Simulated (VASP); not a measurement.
A run of VASP 6.6.1 is set up as follows.

Contents of POSCAR:

```
Sb
1.0
    3.0020000000      0.0000000000      0.0000000000
    0.0000000000      3.0020000000      0.0000000000
    0.0000000000      0.0000000000      3.2390000000
Sb
1
Direct
    0.0000000000      0.0000000000      0.0000000000
```

Contents of INCAR.step1:

```
SYSTEM = Sb
PREC = Accurate ; ENCUT = 520
ISMEAR = 0 ; SIGMA = 0.15
LREAL = .False. ; LASPH = .True.
NELM = 60 ; NBANDS = 8
GGA = PE ; ALGO = Normal
EDIFF = 1E-4 ; LWAVE = .True.
LCHARG = .False.
```

The input INCAR.step2:

```
SYSTEM = Sb
PREC = Accurate ; ENCUT = 520
EDIFF = 1E-6 ; ISMEAR = 0
SIGMA = 0.15 ; LREAL = .False.
LASPH = .True. ; NELM = 60
ALGO = Normal ; ISIF = 2
LWAVE = .False. ; LCHARG = .True.
METAGGA = R2SCAN ; LMIXTAU = .True.
LELF = .True. ; LVHAR = .True.
NBANDS = 8 ; ISTART = 1
```

The input KPOINTS:

```
Automatic mesh
0
Gamma
  16 16 16
  0 0 0
```

Potentials or basis: VASP PAW PBE potentials, release 64 (Sb).

Command:

```sh
$ cat potpaw_PBE.64/Sb/POTCAR > POTCAR
$ cp INCAR.step1 INCAR
$ mpirun -np 1 vasp_std > vasp.out
$ cp INCAR.step2 INCAR
$ mpirun -np 1 vasp_std > vasp.out
```

Q: Estimate the pressure.

A: 1.3 GPa.

Stress tensor (GPa, compression positive):
```
 4.45  0.00  0.00
 0.00  4.45  0.00
 0.00  0.00 -4.96
```

Caveat: the cell differs from its parent crystal (strain -0.050 along x and y, +0.025 along z); the PAW data sets were made with another functional, which shifts forces and pressure a little.
